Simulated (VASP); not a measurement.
A run of VASP 6.6.1:

The input INCAR:

```
SYSTEM = NaH
PREC = Accurate
ENCUT = 520
EDIFF = 1E-8
ISMEAR = 0
SIGMA = 0.01
LREAL = .FALSE.
LASPH = .TRUE.
NELM = 100
ALGO = Normal
ISIF = 2
LWAVE = .FALSE.
LCHARG = .TRUE.
GGA = PE
NBANDS = 11
IBRION = 8
NSW = 1
LEPSILON = .TRUE.
```

Contents of KPOINTS:

```
Automatic mesh
0
G
  8 8 8
  0 0 0
```

POSCAR

```
NaH
1.0
    0.0000000000      2.4157897303      2.4157897303
    2.4157897303      0.0000000000      2.4157897303
    2.4157897303      2.4157897303      0.0000000000
Na H
1 1
Direct
    0.5000000000      0.5000000000      0.5000000000
    0.0000000000      0.0000000000      0.0000000000
```

Potentials or basis: VASP PAW PBE potentials, release 64 (Na_pv, H).

Run with:

```bash
$ cat potpaw_PBE.64/Na_pv/POTCAR potpaw_PBE.64/H/POTCAR > POTCAR
$ mpirun -np 1 vasp_std > vasp.out
```

Hardware: 1 thread of AMD EPYC 7R43 64-Core Processor (Zen 3), with other jobs on the host.

Question: Estimate the wall time of this run.

Answer: Run time: 4.8 min on 1 thread of AMD EPYC 7R43 64-Core Processor (Zen 3), with other jobs on the host, peak memory 0.16 GiB. Counts: scf iterations 137, k points 29.
